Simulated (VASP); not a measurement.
MgO: single point with PBE

The system is MgO.

```
Mg O
1.0
     3.57815    0.00000    0.00000
    -1.78908    3.09877    0.00000
     0.00000    0.00000    4.04009
Mg O
2 2
Direct
  0.66667 0.33333 0.75000
  0.33333 0.66667 0.25000
  0.66667 0.33333 0.25000
  0.33333 0.66667 0.75000
```

This cell differs from its parent crystal: volume 11.199 Å^3 an atom, c/a of the conventional cell 1.1291.

```
Program                : VASP 6.6.1
Task                   : single point
Functional             : PBE
Potentials or basis    : VASP PAW PBE potentials, release 64 (Mg, O)
Cutoff                 : 520 eV
k mesh                 : 9 × 9 × 6
Occupations            : gaussian, width 0.05 eV
Spin                   : no spin polarisation
Dipole correction      : no
Further INCAR settings : ALGO = Normal; EDIFF = 1e-07; NBANDS = 16
```

```yaml
Pressure: 2.9 GPa
Band_gap_on_the_k_mesh: 3.43 eV, direct
```

Stress tensor (GPa, compression positive):
```
-1.17  0.00  0.00
 0.00 -1.17  0.00
 0.00  0.00 11.17
```

Levels at points of the mesh, in eV from the valence-band top:
| k point | band 6 | band 7 | band 8 | band 9 | band 10 | band 11 |
| --- | --- | --- | --- | --- | --- | --- |
| (0.00, 0.00, 0.00) | -0.62 | -0.62 | 0.00 | 3.43 | 9.68 | 12.15 |
| (0.00, 0.00, 0.50) | -1.18 | -1.18 | -1.18 | 6.51 | 6.51 | 12.50 |

Wall time 28 s on 1 thread of Intel(R) Xeon(R) 6975P-C (Granite Rapids) (shared host), peak memory 0.17 GiB.
